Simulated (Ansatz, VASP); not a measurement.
# TiO2 in VASP and in Ansatz

Contents of POSCAR:

```
TiO2
1.0
   -1.8983179345      1.8983179345      4.8307008956
    1.8983179345     -1.8983179345      4.8307008956
    1.8983179345      1.8983179345     -4.8307008956
Ti O
2 4
Direct
    0.0000000000      0.0000000000      0.0000000000
    0.7500000000      0.2500000000      0.5000000000
    0.2061136456      0.2061136456      0.0000000000
    0.9561136456      0.4561136456      0.5000000000
    0.5438863544      0.0438863544      0.5000000000
    0.7938863544      0.7938863544      0.0000000000
```

Contents of INCAR.step1:

```
SYSTEM = TiO2
ALGO = Normal
EDIFF = 1E-4
ENCUT = 520
GGA = PE
ISMEAR = 0
LASPH = .True.
LCHARG = .False.
LDAU = .True.
LDAUJ = 0 0
LDAUL = 2 -1
LDAUTYPE = 2
LDAUU = 4 0
LMAXMIX = 4
LREAL = .False.
LWAVE = .True.
NBANDS = 33
NELM = 150
PREC = Accurate
SIGMA = 0.05
```

The input INCAR.step2:

```
SYSTEM = TiO2
ALGO = Normal
EDIFF = 1E-6
ENCUT = 520
ISIF = 2
ISMEAR = 0
ISTART = 1
LASPH = .True.
LCHARG = .False.
LDAU = .True.
LDAUJ = 0 0
LDAUL = 2 -1
LDAUPRINT = 1
LDAUTYPE = 2
LDAUU = 4 0
LMAXMIX = 4
LMIXTAU = .True.
LREAL = .False.
LWAVE = .False.
METAGGA = R2SCAN
NBANDS = 33
NELM = 150
PREC = Accurate
SIGMA = 0.05
```

File KPOINTS:

```
k-points
0
Gamma
  10 10 10
  0 0 0
```

Input for Ansatz:

```yaml
crystal:
  lattice:
    - [-1.8983179345, 1.8983179345, 4.8307008956]
    - [1.8983179345, -1.8983179345, 4.8307008956]
    - [1.8983179345, 1.8983179345, -4.8307008956]
  atoms:
    - { symbol: Ti, position: [0.0, 0.0, 0.0] }
    - { symbol: Ti, position: [0.75, 0.25, 0.5] }
    - { symbol: O, position: [0.2061136456, 0.2061136456, 0.0] }
    - { symbol: O, position: [0.9561136456, 0.4561136456, 0.5] }
    - { symbol: O, position: [0.5438863544, 0.0438863544, 0.5] }
    - { symbol: O, position: [0.7938863544, 0.7938863544, 0.0] }
basis:
  ecutwfc: 500
kpoints:
  mp_grid: { grid: [10, 10, 10] }
hamiltonian:
  xc: r2scan
  hubbard: { sites: [{ species: Ti, l: d, u_eff: 4.0 }] }
scf:
  occupations: { method: gaussian, width: 0.05 }
output:
  forces: true
  stress: true
  eigenvalues: true
  write_density: true
  write_potential: true
  elf: true
  volumetric_format: npy
```

Alike in both runs: task single point; functional r2SCAN; k mesh 10 × 10 × 10; occupations gaussian, width 0.05 eV; no spin polarisation; Hubbard terms Ti d U = 4.0 eV.

|  | VASP | Ansatz |
| --- | --- | --- |
| version | VASP 6.6.1 | Ansatz 0.2.0 |
| potentials or method | VASP PAW PBE potentials, release 64 (Ti_sv, O), cutoff 520 eV | scalar-relativistic, plane waves, PAW |
| valence electrons in the cell | 48 | 48 |

```tsv
	VASP	Ansatz	Ansatz less VASP
gap on the k mesh at the Fermi level (eV)	3.19	3.11	-0.081
least direct gap on the mesh (eV)	3.52	3.43	-0.095
pressure (GPa)	5.0	0.0	-4.96
traceless stress, the component that is largest in VASP (GPa)	-0.76	0.00	+0.757
rms of the force components (eV/Å)	0.082	0.001	-0.0803
```

VASP's potentials were made for PBE, not for r2SCAN. The programs project onto different local orbitals, so the same U acts differently, and such runs can settle in different states. Atom by atom the forces differ by 0.080 eV/Å (rms over components).
